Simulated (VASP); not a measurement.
Input of a VASP 6.6.1 run:

POSCAR

```
PtSe2
1.0
    3.5954824683      0.0000000000      0.0000000000
   -1.7977412341      3.1137795390      0.0000000000
    0.0000000000      0.0000000000      4.8873072649
Pt Se
1 2
Direct
    0.0000000000      0.0000000000      0.0000000000
    0.3333333333      0.6666666667      0.2500000000
    0.6666666667      0.3333333333      0.7500000000
```

File INCAR.step1:

```
SYSTEM = PtSe2
PREC     = Accurate       ! precision mode
ENCUT    = 520            ! plane-wave cutoff, eV
ISMEAR   = -1             ! smearing method
SIGMA    = 0.1            ! smearing width, eV
LREAL    = .False.        ! projectors in reciprocal space
LASPH    = .True.         ! aspherical terms in the spheres
NELM     = 60             ! most SCF steps
NBANDS   = 18             ! bands
GGA      = PE             ! functional
ALGO     = Normal         ! electronic algorithm
EDIFF    = 1E-4           ! SCF threshold, eV
LWAVE    = .True.         ! write WAVECAR
LCHARG   = .False.        ! write CHGCAR
```

INCAR.step2

```
SYSTEM = PtSe2
PREC     = Accurate       ! precision mode
ENCUT    = 520            ! plane-wave cutoff, eV
EDIFF    = 1E-6           ! SCF threshold, eV
ISMEAR   = -1             ! smearing method
SIGMA    = 0.1            ! smearing width, eV
LREAL    = .False.        ! projectors in reciprocal space
LASPH    = .True.         ! aspherical terms in the spheres
NELM     = 60             ! most SCF steps
ALGO     = Normal         ! electronic algorithm
ISIF     = 2              ! what is computed and relaxed
LWAVE    = .False.        ! write WAVECAR
LCHARG   = .False.        ! write CHGCAR
METAGGA  = R2SCAN         ! meta-GGA
LMIXTAU  = .True.       
NBANDS   = 18             ! bands
ISTART   = 1
```

KPOINTS

```
regular mesh
0
Gamma
  9 9 6
  0 0 0
```

Potentials or basis: VASP PAW PBE potentials, release 64 (Pt, Se).

Launch:

```console
$ cat potpaw_PBE.64/Pt/POTCAR potpaw_PBE.64/Se/POTCAR > POTCAR
$ cp INCAR.step1 INCAR
$ mpirun -np 1 vasp_std > vasp.out
$ cp INCAR.step2 INCAR
$ mpirun -np 1 vasp_std > vasp.out
```

**Question.** Predict the largest force.

**Answer.** 1.993 eV/Å.

**Question.** Predict the band gap on the k mesh.

**Answer.** Zero (bands 11 and 12 overlap by 0.25 eV).

**Question.** What does it give for the pressure?

**Answer.** 24.8 GPa.

Forces in eV/Å, atoms in the order of the input:
```
Pt   0.000  0.000  0.000
Se   0.000  0.000  1.993
Se   0.000  0.000 -1.993
```

Caveat: the stress differs along the axes, from 20 to 27 GPa; the PAW data sets were made with another functional, which shifts forces and pressure a little; spin-orbit coupling is left out, which moves the levels of the heavy elements.
